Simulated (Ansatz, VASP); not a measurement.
**CuI: VASP beside Ansatz**

```
CELL_PARAMETERS angstrom
3.75789 -3.73566 0.00000
3.75789 3.73566 0.00000
0.00000 0.00000 4.33552
ATOMIC_POSITIONS crystal
Cu 0.42044 0.57956 0.75000
Cu 0.57956 0.42044 0.25000
I 0.77004 0.22996 0.75000
I 0.22996 0.77004 0.25000
```

Change from the starting cell: volume scaled by 1.02.

Alike in both runs: task single point; functional PBE; k mesh 5 × 5 × 6; occupations fermi-dirac, width 0.02 eV; no spin polarisation.

|  | VASP | Ansatz |
| --- | --- | --- |
| version | VASP 6.6.1 | Ansatz 0.2.0 |
| potentials or method | VASP PAW PBE potentials, release 64 (Cu, I), cutoff 520 eV | all-electron LAPW, scalar-relativistic |

|  | VASP | Ansatz | Ansatz less VASP |
| --- | --- | --- | --- |
| gap on the k mesh at the Fermi level (eV) | 1.02 | 1.00 | -0.017 |
| pressure (GPa) | 0.7 | 0.6 | -0.11 |
| traceless stress, the component that is largest in VASP (GPa) | 0.14 | 0.19 | +0.048 |
| rms of the force components (eV/Å) | 0.033 | 0.029 | -0.0041 |

Atom by atom the forces differ by 0.005 eV/Å (rms over components). Ansatz ran all-electron here, and VASP with PAW potentials.

Neither program's run includes spin-orbit coupling.
